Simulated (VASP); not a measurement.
## Sr: single point with PBE

The system is Sr.

```
Sr
1.0
     0.00000    6.16111    6.16111
     6.16111    0.00000    6.16111
     6.16111    6.16111    0.00000
Sr
7
Direct
  0.97110 0.01689 0.03451
  0.02045 0.49942 0.00124
  0.97029 0.53665 0.51685
  0.52308 0.98362 0.96441
  0.38628 0.00112 0.49956
  0.48565 0.50042 0.00022
  0.52190 0.46572 0.48394
```

```
Program             : VASP 6.6.1
Task                : single point
Functional          : PBE
Potentials or basis : VASP PAW PBE potentials, release 64 (Sr_sv)
Cutoff              : 520 eV
k mesh              : 2 × 2 × 2
Occupations         : gaussian, width 0.1 eV
Spin                : no spin polarisation
```

The pressure is -0.8 GPa, the largest force is 0.124 eV/Å and the band gap on the k mesh is zero (bands 35 and 36 overlap by 0.34 eV).

Forces on the atoms (eV/Å):
```
Sr   0.032 -0.008 -0.030
Sr   0.000 -0.022 -0.021
Sr   0.030 -0.028 -0.008
Sr  -0.030 -0.029 -0.008
Sr   0.000  0.088  0.088
Sr   0.000  0.007  0.009
Sr  -0.031 -0.008 -0.029
```

Stress tensor (GPa, compression positive):
```
-0.80  0.00  0.00
 0.00 -0.80 -0.12
 0.00 -0.12 -0.79
```

Levels at points of the mesh, in eV from the Fermi level:
```tsv
k point	band 32	band 33	band 34	band 35	band 36	band 37	band 38	band 39
(0.00, 0.00, 0.00)	-0.77	-0.61	-0.13	-0.10	0.05	0.06	0.23	0.23
(0.50, 0.00, 0.00)	-0.54	-0.53	-0.38	-0.38	-0.03	0.35	0.55	0.57
(0.00, 0.50, 0.00)	-0.63	-0.50	-0.42	-0.34	-0.03	0.43	0.46	0.60
(0.00, 0.00, 0.50)	-0.63	-0.50	-0.42	-0.34	-0.03	0.43	0.46	0.60
(0.50, 0.50, 0.50)	-0.54	-0.53	-0.38	-0.38	-0.03	0.35	0.55	0.57
(0.50, 0.50, 0.00)	-1.11	-1.08	-0.65	0.31	0.53	0.63	0.67	0.83
(0.00, 0.50, 0.50)	-1.10	-1.05	-0.60	0.24	0.59	0.67	0.71	0.73
(0.50, 0.00, 0.50)	-1.11	-1.08	-0.64	0.30	0.53	0.63	0.67	0.82
```

It took 7.6 min on 1 thread of Intel Xeon 8259CL, on a shared host, peak memory 0.7 GiB.

Caveat: the k points lie up to 0.44 Å⁻¹ apart.
